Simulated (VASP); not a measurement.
A run of VASP 6.6.1 is set up as follows.

INCAR

```
PREC     = Accurate       # precision mode
ENCUT    = 520            # plane-wave cutoff, eV
EDIFF    = 1E-6           # SCF threshold, eV
ISMEAR   = 0              # smearing method
SIGMA    = 0.05           # smearing width, eV
LREAL    = False          # projectors in reciprocal space
LASPH    = True           # aspherical terms in the spheres
NELM     = 80             # most SCF steps
ALGO     = Normal         # electronic algorithm
ISIF     = 2              # what is computed and relaxed
LWAVE    = False          # write WAVECAR
LCHARG   = False          # write CHGCAR
GGA      = PS             # functional
NBANDS   = 11             # bands
```

Contents of KPOINTS:

```
Automatic mesh
0
Gamma
  10 10 10
```

The input POSCAR:

```
BeS
1.0
    0.0000000000      2.3292321634      2.4052376739
    2.4052376739      0.0000000000      2.4052376739
    2.4052376739      2.3292321634      0.0000000000
Be S
1 1
Direct
    0.0000000000      0.0000000000      0.0000000000
    0.7500000000      0.7500000000      0.7500000000
```

Potentials or basis: VASP PAW PBE potentials, release 64 (Be, S).

Run with:

```sh
$ cat potpaw_PBE.64/Be/POTCAR potpaw_PBE.64/S/POTCAR > POTCAR
$ mpirun -np 1 vasp_std > vasp.out
```

Q: What does it give for the band gap on the k mesh?

A: 2.51 eV, indirect (least direct gap 5.45 eV).

Q: What does it give for the pressure?

A: 5.4 GPa.

Stress tensor (GPa, compression positive):
```
4.43 0.00 0.00
0.00 7.35 0.00
0.00 0.00 4.43
```

Caveat: the PAW data sets were made with another functional, which shifts forces and pressure a little. A k mesh can miss the band edges.
